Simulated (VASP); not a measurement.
A run of VASP 6.6.1 is set up as follows.

INCAR

```
  PREC = Accurate
  ENCUT = 520
  EDIFF = 1E-8
  ISMEAR = -1
  SIGMA = 0.03
  LREAL = F
  LASPH = T
  NELM = 80
  ALGO = Normal
  ISIF = 2
  LWAVE = F
  LCHARG = F
  LEFG = T
  NBANDS = 12
```

KPOINTS

```
regular mesh
0
Gamma
  15 15 15
```

POSCAR

```
Au
1.0
    0.0000000000      2.0434303323      2.0434303323
    2.0434303323      0.0000000000      2.0434303323
    2.0434303323      2.0434303323      0.0000000000
Au
1
Direct
    0.0000000000      0.0000000000      0.0000000000
```

Potentials or basis: VASP PAW LDA potentials, release 64 (Au).

Command:

```sh
$ cat potpaw_LDA.64/Au/POTCAR > POTCAR
$ mpirun -np 1 vasp_std > vasp.out
```

What does it give for the pressure?

-4.8 GPa.

Caveat: without QUAD_EFG the Cq values of the log hold for a quadrupole moment of 1 mb, not for the nuclei.
